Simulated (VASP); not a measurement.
# GdN (P4/nmm) in VASP: a series of runs, part 2 of 2

VASP 6.6.1. The steps go on from the part before.

## (4) Single point, PBE+U, collinear spin, ferromagnetic start

This run uses another cell than the first one, of 20.66 Å³/atom.

The input, INCAR:

```
PREC     = Accurate       # precision mode
ENCUT    = 520            # plane-wave cutoff, eV
EDIFF    = 1E-6           # SCF threshold, eV
ISMEAR   = 0              # smearing method
SIGMA    = 0.05           # smearing width, eV
LREAL    = False          # projectors in reciprocal space
LASPH    = True           # aspherical terms in the spheres
NELM     = 150            # most SCF steps
ALGO     = Normal         # electronic algorithm
ISIF     = 2              # what is computed and relaxed
LWAVE    = False          # write WAVECAR
LCHARG   = False          # write CHGCAR
ISPIN    = 2              # spin polarisation
MAGMOM   = 7 7 0 0        # initial moments
LORBIT   = 11             # projections on sites
LMAXMIX  = 6              # l up to which the mixer works
LDAU     = True           # DFT+U
LDAUTYPE = 2            
LDAUL    = 3 -1           # shell
LDAUU    = 6 0            # U, eV
LDAUJ    = 0 0          
LDAUPRINT= 1            
GGA      = PE             # functional
NBANDS   = 35             # bands
```

The input, KPOINTS:

```
Automatic mesh
0
Gamma
  6 6 4
```

The input, POSCAR:

```
GdN
1.0
    4.0327182031      0.0000000000      0.0000000000
    0.0000000000      4.0327182031      0.0000000000
    0.0000000000      0.0000000000      5.0815606143
Gd N
2 2
Direct
    0.5000000000      0.0000000000      0.2368000000
    0.0000000000      0.5000000000      0.7632000000
    0.0000000000      0.0000000000      0.0000000000
    0.5000000000      0.5000000000      0.0000000000
```

Potentials or basis: VASP PAW PBE potentials, release 64 (Gd, N).

The run is started by

```sh
> cat potpaw_PBE.64/Gd/POTCAR potpaw_PBE.64/N/POTCAR > POTCAR
> mpirun -np 1 vasp_std > vasp.out
```

OUTCAR:

```text
PREC = Accurate
   ENCUT = 520
   EDIFF = 1E-6
   ISMEAR = 0
   LREAL = False
   LASPH = True
   NELM = 150
   ISIF = 2
   ISPIN = 2
   LORBIT = 11
   GGA = PE

 ion  position               nearest neighbor table
   1  0.500  0.000  0.237-   3 2.35   4 2.35   4 2.35   3 2.35
   2  0.000  0.500  0.763-   3 2.35   4 2.35   3 2.35   4 2.35
   3  0.000  0.000  0.000-   1 2.35   2 2.35   2 2.35   1 2.35
   4  0.500  0.500  0.000-   1 2.35   2 2.35   1 2.35   2 2.35

  LATTYP: Found a simple tetragonal cell.
 ALAT       =     4.0327182031
 C/A-ratio  =     1.2600832387

  Lattice vectors:

 A1 = (   4.0327182031,   0.0000000000,   0.0000000000)
 A2 = (   0.0000000000,   4.0327182031,   0.0000000000)
 A3 = (   0.0000000000,   0.0000000000,   5.0815606143)

Analysis of symmetry for initial positions (statically):
=====================================================================
 Subroutine PRICEL returns:
 Original cell was already a primitive cell.

 Routine SETGRP: Setting up the symmetry group for a
 simple tetragonal supercell.

 Subroutine GETGRP returns: Found 16 space group operations
 (whereof  8 operations were pure point group operations)
 out of a pool of 16 trial point group operations.

The static configuration has the point symmetry D_2d.
 The point group associated with its full space group is D_4h.

Analysis of symmetry for dynamics (positions and initial velocities):
=====================================================================
 Subroutine PRICEL returns:
 Original cell was already a primitive cell.

 Routine SETGRP: Setting up the symmetry group for a
 simple tetragonal supercell.

 Subroutine GETGRP returns: Found 16 space group operations
 (whereof  8 operations were pure point group operations)
 out of a pool of 16 trial point group operations.

The dynamic configuration has the point symmetry D_2d.
 The point group associated with its full space group is D_4h.

Analysis of structural, dynamic, and magnetic symmetry:
[... 227 lines left out ...]
  o =  0.0029  v =  0.0000  0.0000  0.0000  0.0000  0.0000  0.0000  0.0000  0.0000  0.0000  0.0000  1.0000 -0.0000  0.0000 -0.0000      0.0000  0.0000  0.0000  0.0000  0.0000  0.0000  0.0000  0.0000  0.0000  0.0000  0.0000  0.0000  0.0000  0.0000
  o =  0.0038  v =  0.0000  0.0000  0.0000  0.0000  0.0000  0.0000  0.0000 -0.1918  0.0000  0.9814 -0.0000  0.0000 -0.0000 -0.0000      0.0000  0.0000  0.0000  0.0000  0.0000  0.0000  0.0000  0.0000  0.0000  0.0000  0.0000  0.0000  0.0000  0.0000
  o =  0.0038  v =  0.0000  0.0000  0.0000  0.0000  0.0000  0.0000  0.0000  0.0000  0.0000 -0.0000  0.0000  0.9814  0.0000  0.1918      0.0000  0.0000  0.0000  0.0000  0.0000  0.0000  0.0000  0.0000  0.0000  0.0000  0.0000  0.0000  0.0000  0.0000
  o =  0.0099  v =  0.0000  0.0000  0.0000  0.0000  0.0000  0.0000  0.0000  0.0000  0.0000 -0.0000  0.0000  0.1918 -0.0000 -0.9814      0.0000  0.0000  0.0000  0.0000  0.0000  0.0000  0.0000  0.0000  0.0000  0.0000  0.0000  0.0000  0.0000  0.0000
  o =  0.0099  v =  0.0000  0.0000  0.0000  0.0000  0.0000  0.0000  0.0000 -0.9814  0.0000 -0.1918  0.0000 -0.0000  0.0000  0.0000      0.0000  0.0000  0.0000  0.0000  0.0000  0.0000  0.0000  0.0000  0.0000  0.0000  0.0000  0.0000  0.0000  0.0000
  o =  0.0161  v =  0.0000  0.0000  0.0000  0.0000  0.0000  0.0000  0.0000  0.0000  0.0000  0.0000 -0.0000 -0.0000  1.0000 -0.0000      0.0000  0.0000  0.0000  0.0000  0.0000  0.0000  0.0000  0.0000  0.0000  0.0000  0.0000  0.0000  0.0000  0.0000
  o =  0.9896  v =  0.0000 -0.0000 -0.0000  1.0000 -0.0000 -0.0000 -0.0000  0.0000  0.0000  0.0000  0.0000  0.0000  0.0000  0.0000      0.0000  0.0000  0.0000  0.0000  0.0000  0.0000  0.0000  0.0000  0.0000  0.0000  0.0000  0.0000  0.0000  0.0000
  o =  0.9898  v =  0.0000 -1.0000 -0.0000 -0.0000  0.0000  0.0000 -0.0000  0.0000  0.0000  0.0000  0.0000  0.0000  0.0000  0.0000      0.0000  0.0000  0.0000  0.0000  0.0000  0.0000  0.0000  0.0000  0.0000  0.0000  0.0000  0.0000  0.0000  0.0000
  o =  0.9904  v =  0.0000  0.0000 -0.0000  0.0000  0.9688  0.0000  0.2479  0.0000  0.0000  0.0000  0.0000  0.0000  0.0000  0.0000      0.0000  0.0000  0.0000  0.0000  0.0000  0.0000  0.0000  0.0000  0.0000  0.0000  0.0000  0.0000  0.0000  0.0000
  o =  0.9904  v = -0.2479 -0.0000  0.9688  0.0000  0.0000 -0.0000  0.0000  0.0000  0.0000  0.0000  0.0000  0.0000  0.0000  0.0000      0.0000  0.0000  0.0000  0.0000  0.0000  0.0000  0.0000  0.0000  0.0000  0.0000  0.0000  0.0000  0.0000  0.0000
  o =  0.9918  v =  0.0000 -0.0000 -0.0000 -0.0000  0.0000 -1.0000 -0.0000  0.0000  0.0000  0.0000  0.0000  0.0000  0.0000  0.0000      0.0000  0.0000  0.0000  0.0000  0.0000  0.0000  0.0000  0.0000  0.0000  0.0000  0.0000  0.0000  0.0000  0.0000
  o =  0.9921  v =  0.9688 -0.0000  0.2479 -0.0000  0.0000 -0.0000  0.0000  0.0000  0.0000  0.0000  0.0000  0.0000  0.0000  0.0000      0.0000  0.0000  0.0000  0.0000  0.0000  0.0000  0.0000  0.0000  0.0000  0.0000  0.0000  0.0000  0.0000  0.0000
  o =  0.9921  v = -0.0000  0.0000  0.0000 -0.0000  0.2479  0.0000 -0.9688  0.0000  0.0000  0.0000  0.0000  0.0000  0.0000  0.0000      0.0000  0.0000  0.0000  0.0000  0.0000  0.0000  0.0000  0.0000  0.0000  0.0000  0.0000  0.0000  0.0000  0.0000

 number of electron      45.9999980 magnetization      13.9588559

 Free energy of the ion-electron system (eV)
  ---------------------------------------------------
  ext. energy  EPLUGINS =         0.00000000
  ---------------------------------------------------
  free energy    TOTEN  =       -42.23200081 eV

  energy without entropy =      -42.23050327  energy(sigma->0) =      -42.23125204

 E-fermi :   2.8635     XC(G=0):  -9.9053

 val. band max:        2.8453741922   @ k =   0.5000   0.1667   0.0000
 cond. band min:       2.8897438804   @ k =   0.5000   0.5000   0.0000
 fundamental gap:      0.0443696881
 Fermi energy:         2.8634637726

 spin component 1

 k-point     1 :       0.0000    0.0000    0.0000
  band No.  band energies     occupation
      1     -41.7265      1.00000
      2     -41.6793      1.00000
      3     -19.5395      1.00000
      4     -19.1294      1.00000
      5     -19.1294      1.00000
      6     -19.0333      1.00000
[... 1817 lines left out ...]
     34       8.0290      0.00000
     35       8.0403      0.00000

 [... further k-points ...]

------------------------ aborting loop because EDIFF is reached ----------------------------------------

  FORCE on cell =-STRESS in cart. coord.  units (eV):
  Direction    XX          YY          ZZ          XY          YZ          ZX
  --------------------------------------------------------------------------------------
  -------------------------------------------------------------------------------------
  Total        0.3869911      0.3869911     -7.9331013      0.0000000      0.0000000      0.0000000
  in kB        7.5027203      7.5027203   -153.8015522      0.0000000      0.0000000      0.0000000
  external PRESSURE =     -46.2653706 kB  Pullay stress =       0.0000000 kB

 VOLUME and BASIS-vectors are now :
 -----------------------------------------------------------------------------
  energy-cutoff  :      520.00
  volume of cell :       82.64
      direct lattice vectors                 reciprocal lattice vectors
     4.032718203  0.000000000  0.000000000     0.247971703  0.000000000  0.000000000
     0.000000000  4.032718203  0.000000000     0.000000000  0.247971703  0.000000000
     0.000000000  0.000000000  5.081560614     0.000000000  0.000000000  0.196789938

 POSITION                                       TOTAL-FORCE (eV/Angst)
 -----------------------------------------------------------------------------------
      2.01636      0.00000      1.20331         0.000000     -0.000000     -3.315315
      0.00000      2.01636      3.87825         0.000000     -0.000000      3.315315
      0.00000      0.00000      0.00000        -0.000000      0.000000      0.000000
      2.01636      2.01636      0.00000         0.000000      0.000000      0.000000
 -----------------------------------------------------------------------------------
    total drift:                               -0.000000      0.000000      0.000000

  FREE ENERGIE OF THE ION-ELECTRON SYSTEM (eV)
  ---------------------------------------------------
  free  energy   TOTEN  =       -42.2320008068 eV

  energy  without entropy=      -42.2305032682  energy(sigma->0) =      -42.23125204

 total charge

# of ion       s       p       d       f       tot
--------------------------------------------------
    1        2.047   5.594   0.614   6.978  15.233
    2        2.047   5.594   0.614   6.978  15.233
    3        1.277   2.342   0.000   0.000   3.620
    4        1.277   2.342   0.000   0.000   3.620
--------------------------------------------------
tot          6.648  15.872   1.228  13.956  37.704

 magnetization (x)

# of ion       s       p       d       f       tot
--------------------------------------------------
    1       -0.001  -0.082   0.082   6.882   6.882
    2       -0.001  -0.082   0.082   6.882   6.882
    3       -0.009  -0.182   0.000   0.000  -0.191
    4       -0.009  -0.182   0.000   0.000  -0.191
--------------------------------------------------
tot         -0.019  -0.528   0.164  13.765  13.381
```

Run time: 4.1 min. Hardware: 1 thread of Intel Xeon 6975P-C (Granite Rapids), shared host; peak memory 0.3 GiB.

What came out:

```yaml
Free_energy: -42.2320 eV
Pressure: -4.6 GPa
Largest_force: 3.315 eV/Å
Net_moment: 13.96 μB per cell
Site_moments: Gd +6.88; N -0.19 μB
Valence_electrons_inside_the_program's_atomic_spheres: Gd 15.23; N 3.62
```

Forces on the atoms (eV/Å):
```
Gd   0.000  0.000 -3.315
Gd   0.000  0.000  3.315
N    0.000  0.000  0.000
N    0.000  0.000  0.000
```

Levels at points of the mesh, in eV from the Fermi level:
Spin up:
```
           k point  band 26  band 27  band 28  band 29  band 30  band 31  band 32  band 33  band 34  band 35
(0.00, 0.00, 0.00)    -2.93    -2.93    -2.49    -1.65    -0.05    -0.05     2.58     3.00     3.42     3.66
(0.50, 0.00, 0.00)    -2.53    -1.99    -1.99    -1.53    -1.53    -0.23    -0.23     2.71     2.71     3.80
(0.50, 0.50, 0.00)    -3.79    -0.80    -0.80    -0.27    -0.27     0.03     0.03     1.82     1.82     5.18
(0.00, 0.00, 0.50)    -2.96    -2.86    -2.86    -0.48    -0.48     0.19     1.75     3.69     4.08     4.10
(0.50, 0.00, 0.50)    -2.57    -2.27    -2.27    -1.45    -1.45     0.52     0.52     4.05     4.06     4.07
(0.50, 0.50, 0.50)    -3.22    -0.99    -0.99    -0.25    -0.25     0.30     0.30     1.00     1.00     4.18
```
Spin down:
| k point | band 14 | band 15 | band 16 | band 17 | band 18 | band 19 |
| --- | --- | --- | --- | --- | --- | --- |
| (0.00, 0.00, 0.00) | -2.53 | -0.93 | -0.39 | -0.39 | 2.52 | 3.27 |
| (0.50, 0.00, 0.00) | -2.07 | -1.62 | -1.62 | 0.35 | 0.35 | 3.19 |
| (0.50, 0.50, 0.00) | -1.09 | -0.58 | -0.58 | 0.88 | 0.88 | 2.10 |
| (0.00, 0.00, 0.50) | -2.84 | -0.68 | -0.68 | 0.75 | 2.07 | 3.48 |
| (0.50, 0.00, 0.50) | -2.27 | -1.63 | -1.63 | 1.08 | 1.08 | 3.46 |
| (0.50, 0.50, 0.50) | -1.12 | -0.57 | -0.57 | 1.00 | 1.00 | 1.49 |

Eigenvalues of the final occupation matrices:
```csv
site,spin,trace,eigenvalues
site 1 f,1,6.94,0.99 0.99 0.99 0.99 0.99 0.99 0.99
site 1 f,2,0.05,0.00 0.00 0.00 0.00 0.01 0.01 0.02
site 2 f,1,6.94,0.99 0.99 0.99 0.99 0.99 0.99 0.99
site 2 f,2,0.05,0.00 0.00 0.00 0.00 0.01 0.01 0.02
```

Caveat: the cell stands under tension; spin-orbit coupling is left out, which moves the levels of the heavy elements; forces of over 1 eV/Å act on the atoms, so gaps and moduli don't describe the material at rest.

## (5) Single point, PBE+U, collinear spin, ferromagnetic start

This run uses another cell than the first one, of 16.80 Å³/atom.

The input, INCAR:

```
ALGO     = Normal         # electronic algorithm
EDIFF    = 1E-7           # SCF threshold, eV
ENCUT    = 520            # plane-wave cutoff, eV
GGA      = PE             # functional
ISIF     = 2              # what is computed and relaxed
ISMEAR   = 0              # smearing method
ISPIN    = 2              # spin polarisation
LASPH    = T              # aspherical terms in the spheres
LCHARG   = F              # write CHGCAR
LDAU     = T              # DFT+U
LDAUJ    = 0 0          
LDAUL    = 3 -1           # shell
LDAUPRINT= 1            
LDAUTYPE = 2            
LDAUU    = 6 0            # U, eV
LMAXMIX  = 6              # l up to which the mixer works
LORBIT   = 11             # projections on sites
LREAL    = F              # projectors in reciprocal space
LWAVE    = F              # write WAVECAR
MAGMOM   = 7 7 0 0        # initial moments
NBANDS   = 35             # bands
NELM     = 150            # most SCF steps
PREC     = Accurate       # precision mode
SIGMA    = 0.05           # smearing width, eV
```

The input, KPOINTS:

```
Automatic mesh
0
Gamma
  8 8 8
  0.5 0.5 0.5
```

The input, POSCAR:

```
GdN
1.0
    4.3247826489      0.0000000000      0.0000000000
    0.0000000000      4.3247826489      0.0000000000
    0.0000000000      0.0000000000      3.5938191369
Gd N
2 2
Direct
    0.5000000000      0.0000000000      0.2439616392
    0.0000000000      0.5000000000      0.7560383608
    0.0000000000      0.0000000000      0.0000000000
    0.5000000000      0.5000000000      0.0000000000
```

The run is started by

```sh
> cat potpaw_PBE.64/Gd/POTCAR potpaw_PBE.64/N/POTCAR > POTCAR
> mpirun -np 1 vasp_std > vasp.out
```

Run time: 5.3 min. Hardware: 1 thread of Intel Xeon Platinum 8488C (Sapphire Rapids), shared host; peak memory 0.31 GiB.

Results (log left out):

| Property | Result |
| --- | --- |
| Free energy | -44.0423 eV |
| Pressure | 0.1 GPa |
| Largest force | 0.046 eV/Å |
| Band gap on the k mesh | 0.70 eV (least direct gap 0.94 eV) |
| Net moment | 14.00 μB per cell |
| Site moments | Gd +6.86; N -0.08 μB |
| Valence electrons inside the program's atomic spheres | Gd 15.27; N 3.65 |

Forces in eV/Å, atoms in the order of the input:
```
Gd   0.000  0.000  0.046
Gd   0.000  0.000 -0.046
N    0.000  0.000  0.000
N    0.000  0.000  0.000
```

Stress tensor (GPa, compression positive):
```
 0.25  0.00  0.00
 0.00  0.25  0.00
 0.00  0.00 -0.07
```

Levels at points of the mesh, in eV from the valence-band top:
Spin up:
| k point | band 26 | band 27 | band 28 | band 29 | band 30 | band 31 | band 32 | band 33 | band 34 | band 35 |
| --- | --- | --- | --- | --- | --- | --- | --- | --- | --- | --- |
| (0.06, 0.06, 0.06) | -2.22 | -2.17 | -1.47 | -0.77 | -0.25 | 0.70 | 1.45 | 2.85 | 3.78 | 3.95 |
Spin down:
```tsv
k point	band 12	band 13	band 14	band 15	band 16	band 17	band 18	band 19	band 20	band 21
(0.06, 0.06, 0.06)	-1.96	-1.92	-1.48	-0.88	-0.50	1.10	2.07	3.22	3.66	3.96
```

Eigenvalues of the final occupation matrices:
```csv
site,spin,trace,eigenvalues
site 1 f,1,6.94,0.99 0.99 0.99 0.99 0.99 0.99 0.99
site 1 f,2,0.05,0.00 0.00 0.00 0.00 0.01 0.01 0.01
site 2 f,1,6.94,0.99 0.99 0.99 0.99 0.99 0.99 0.99
site 2 f,2,0.05,0.00 0.00 0.00 0.00 0.01 0.01 0.01
```

Caveat: spin-orbit coupling is left out, which moves the levels of the heavy elements; a shifted mesh leaves out Γ, where band edges can lie.

## (6) Single point, PBE+U, collinear spin, antiferromagnetic start

This run uses another cell than the first one, of 16.80 Å³/atom.

The input, INCAR:

```
SYSTEM = GdN
PREC = Accurate ; ENCUT = 520
EDIFF = 1E-6 ; ISMEAR = 0
SIGMA = 0.05 ; LREAL = .FALSE.
LASPH = .TRUE. ; NELM = 150
ALGO = Normal ; ISIF = 2
LWAVE = .FALSE. ; LCHARG = .TRUE.
ISPIN = 2 ; MAGMOM = 7 -7 0 0
LORBIT = 11 ; LMAXMIX = 6
LDAU = .TRUE. ; LDAUTYPE = 2
LDAUL = 3 -1 ; LDAUU = 6 0
LDAUJ = 0 0 ; LDAUPRINT = 1
GGA = PE ; LELF = .TRUE.
LVHAR = .TRUE. ; NBANDS = 35
```

The input, KPOINTS:

```
Automatic mesh
0
G
  8 8 8
  0 0 0
```

POSCAR is that of step 5.

Potentials or basis: VASP PAW PBE potentials, release 64 (Gd, N).

The run is started by

```sh
> cat potpaw_PBE.64/Gd/POTCAR potpaw_PBE.64/N/POTCAR > POTCAR
> mpirun -np 1 vasp_std > vasp.out
```

Run time: 9.2 min. Hardware: 1 thread of Intel Xeon Platinum 8488C (Sapphire Rapids), shared host; peak memory 0.39 GiB.

The run converged. Its results:

| Quantity | Value |
| --- | --- |
| Free energy | -44.0401 eV |
| Pressure | 0.1 GPa |
| Largest force | 0.051 eV/Å |
| Band gap on the k mesh | 0.66 eV (least direct gap 0.95 eV) |
| Net moment | 0.00 μB per cell |
| Site moments | Gd +6.85, -6.85; N +0.00 μB |
| Valence electrons inside the program's atomic spheres | Gd 15.27; N 3.65 |

Forces in eV/Å, atoms in the order of the input:
```
Gd   0.000  0.000  0.051
Gd   0.000  0.000 -0.051
N    0.000  0.000  0.000
N    0.000  0.000  0.000
```

Stress tensor (GPa, compression positive):
```
 0.18  0.00  0.00
 0.00  0.18  0.00
 0.00  0.00 -0.08
```

Levels at points of the mesh, in eV from the valence-band top:
Spin up:
```csv
k point,band 19,band 20,band 21,band 22,band 23,band 24,band 25,band 26,band 27,band 28
"(0.00, 0.00, 0.00)",-1.91,-1.91,-1.22,-0.29,-0.29,0.66,1.60,3.38,4.04,4.09
"(0.50, 0.00, 0.00)",-2.57,-1.71,-1.58,-1.38,-1.09,1.16,1.44,3.29,3.45,3.49
"(0.50, 0.50, 0.00)",-4.01,-1.65,-1.61,-0.42,-0.42,1.17,1.78,2.07,2.07,4.51
"(0.00, 0.00, 0.50)",-3.01,-2.61,-2.61,-1.19,-1.19,3.09,4.27,4.31,4.31,4.36
"(0.50, 0.00, 0.50)",-2.68,-2.65,-2.54,-1.94,-1.84,3.60,3.60,4.05,4.13,4.36
"(0.50, 0.50, 0.50)",-2.69,-2.15,-2.15,-1.39,-1.38,2.52,2.81,3.17,3.17,4.44
```
Spin down:
```csv
k point,band 20,band 21,band 22,band 23,band 24,band 25,band 26,band 27
"(0.00, 0.00, 0.00)",-1.91,-1.22,-0.29,-0.29,0.66,1.60,3.38,4.04
"(0.50, 0.00, 0.00)",-1.71,-1.58,-1.38,-1.09,1.16,1.44,3.29,3.45
"(0.50, 0.50, 0.00)",-1.65,-1.61,-0.42,-0.42,1.17,1.78,2.07,2.07
"(0.00, 0.00, 0.50)",-2.61,-2.61,-1.19,-1.19,3.09,4.27,4.31,4.31
"(0.50, 0.00, 0.50)",-2.65,-2.54,-1.94,-1.84,3.60,3.60,4.05,4.13
"(0.50, 0.50, 0.50)",-2.15,-2.15,-1.39,-1.38,2.52,2.81,3.17,3.17
```

Eigenvalues of the final occupation matrices:
```csv
site,spin,trace,eigenvalues
site 1 f,1,6.94,0.99 0.99 0.99 0.99 0.99 0.99 0.99
site 1 f,2,0.05,0.00 0.00 0.00 0.00 0.01 0.01 0.01
site 2 f,1,0.05,0.00 0.00 0.00 0.00 0.01 0.01 0.01
site 2 f,2,6.94,0.99 0.99 0.99 0.99 0.99 0.99 0.99
```

Caveat: spin-orbit coupling is left out, which moves the levels of the heavy elements.

## (7) Summary

```tsv
spin	cell	k mesh	gap on the mesh (eV)	pressure (GPa)	moment (μB)	largest force (eV/Å)
collinear, ferromagnetic start	a = 4.369, b = 4.369, c = 3.793 Å, 4 atoms, atomic positions A	6 × 6 × 4	none	-2.2	14.00	0.03
collinear, ferromagnetic start	a = 4.413, b = 4.413, c = 4.130 Å, 4 atoms, atomic positions B	6 × 6 × 4	none	-3.6	13.99	0.04
collinear, ferromagnetic start	a = 4.033, b = 4.033, c = 5.082 Å, 4 atoms, atomic positions C	6 × 6 × 4	none	-4.6	13.96	3.32
collinear, ferromagnetic start	a = 4.325, b = 4.325, c = 3.594 Å, 4 atoms, atomic positions D	8 × 8 × 8, shifted	0.70	0.1	14.00	0.05
collinear, antiferromagnetic start	a = 4.325, b = 4.325, c = 3.594 Å, 4 atoms, atomic positions D	8 × 8 × 8	0.66	0.1	0.00	0.05
```

Alike in all rows: task single point; level PBE+U; potentials or basis VASP PAW PBE potentials, release 64 (Gd, N); Gd f U = 6.0 eV; cutoff (eV) 520; smearing gaussian 0.05 eV.

Caveats: some runs use coarse meshes; spin-orbit coupling is left out, which moves the levels of the heavy elements; the cell stands under tension (at least some runs); forces of over 1 eV/Å act on the atoms, so gaps and moduli don't describe the material at rest (at least some runs); a shifted mesh leaves out Γ, where band edges can lie (at least some runs).

Total energies depend on the potentials used, so only differences within one code and one set of settings carry meaning.
